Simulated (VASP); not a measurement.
Wanted: the native input for a VASP 6.6.1 run.

* Task: single point
* Functional: PBEsol
* Potentials or basis: VASP PAW PBE potentials, release 64 (Al, Cu)
* Cutoff: 520 eV
* k mesh: 12 × 12 × 12
* Occupations: gaussian, width 0.1 eV
* Spin: no spin polarisation
* Dipole correction: no
* Further INCAR settings: ALGO = Normal; EDIFF = 1e-06; NBANDS = 26

The structure of AlCu3 lies in POSCAR:

```
AlCu3
1.0
    0.0000000000      2.8834704673      2.8834704673
    2.8834704673      0.0000000000      2.8834704673
    2.8834704673      2.8834704673      0.0000000000
Al Cu
1 3
Direct
    0.0000000000      0.0000000000      0.0000000000
    0.5000000000      0.5000000000      0.5000000000
    0.2500000000      0.2500000000      0.2500000000
    0.7500000000      0.7500000000      0.7500000000
```

One way to write it, as run:

INCAR

```
SYSTEM = AlCu3
PREC = Accurate
ENCUT = 520
EDIFF = 1E-6
ISMEAR = 0
SIGMA = 0.1
LREAL = .False.
LASPH = .True.
NELM = 100
ALGO = Normal
ISIF = 2
LWAVE = .False.
LCHARG = .False.
GGA = PS
NBANDS = 26
```

KPOINTS

```
regular mesh
0
Gamma
  12 12 12
  0 0 0
```

Potentials or basis: VASP PAW PBE potentials, release 64 (Al, Cu).

Run with:

```bash
$ cat potpaw_PBE.64/Al/POTCAR potpaw_PBE.64/Cu/POTCAR > POTCAR
$ mpirun -np 1 vasp_std > vasp.out
```

Results of the run:

```yaml
Pressure: 0.7 GPa
Band_gap_on_the_k_mesh: zero (band 18 reaches 12.35 eV, above the bottom of band 19 at 6.48 eV)
```

Caveat: the PAW data sets were made with another functional, which shifts forces and pressure a little.

Run time: 2 min on 1 thread of AMD EPYC 7R43 64-Core Processor (Zen 3) (shared host), peak memory 0.18 GiB.
